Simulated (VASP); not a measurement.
Input of a VASP 6.6.1 run:

INCAR

```
SYSTEM = Ru
ALGO = Normal
EDIFF = 1E-7
ENCUT = 520
GGA = PS
ISIF = 2
ISMEAR = -1
LASPH = .TRUE.
LCHARG = .FALSE.
LREAL = .FALSE.
LWAVE = .FALSE.
NBANDS = 21
NELM = 60
PREC = Accurate
SIGMA = 0.08
```

The input KPOINTS:

```
k-points
0
G
  18 18 10
  0 0 0
```

The input POSCAR:

```
Ru
1.0
    2.4908049317      0.0000000000      0.0000000000
   -1.2454024659      2.1571003467      0.0000000000
    0.0000000000      0.0000000000      3.9674400134
Ru
2
Direct
    0.3333333333      0.6666666667      0.2500000000
    0.6666666667      0.3333333333      0.7500000000
```

Potentials or basis: VASP PAW PBE potentials, release 64 (Ru_pv).

Run with:

```console
$ cat potpaw_PBE.64/Ru_pv/POTCAR > POTCAR
$ mpirun -np 1 vasp_std > vasp.out
```

Task: Predict the band gap on the k mesh.

Result: Zero (bands 14 and 15 overlap by 4.59 eV).

Task: What does it give for the pressure?

Result: 131.7 GPa.

Stress tensor (GPa, compression positive):
```
131.59   0.00   0.00
  0.00 131.59   0.00
  0.00   0.00 131.79
```

Caveat: the cell stands under pressure; the PAW data sets were made with another functional, which shifts forces and pressure a little.
